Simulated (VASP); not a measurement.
Here is a VASP 6.6.1 calculation.

INCAR

```
  PREC = Accurate
  ENCUT = 520
  EDIFF = 1E-7
  ISMEAR = -1
  SIGMA = 0.1
  LREAL = False
  LASPH = True
  NELM = 80
  ALGO = Normal
  ISIF = 2
  LWAVE = False
  LCHARG = False
  GGA = RE
  NBANDS = 18
```

File KPOINTS:

```
regular mesh
0
Gamma
  13 13 13
```

Contents of POSCAR:

```
Lu
1.0
   -1.9736575400      1.9736575400      1.9736575400
    1.9736575400     -1.9736575400      1.9736575400
    1.9736575400      1.9736575400     -1.9736575400
Lu
1
Direct
    0.0000000000      0.0000000000      0.0000000000
```

Potentials or basis: VASP PAW PBE potentials, release 64 (Lu).

Command:

```sh
$ cat potpaw_PBE.64/Lu/POTCAR > POTCAR
$ mpirun -np 1 vasp_std > vasp.out
```

(1) Predict the band gap on the k mesh.

(2) Predict the pressure.

## Answers

(1) zero (an odd number of electrons rules out a gap without spin polarisation).

(2) 0.1 GPa.

Caveat: the PAW data sets were made with another functional, which shifts forces and pressure a little; spin-orbit coupling is left out, which moves the levels of the heavy elements.
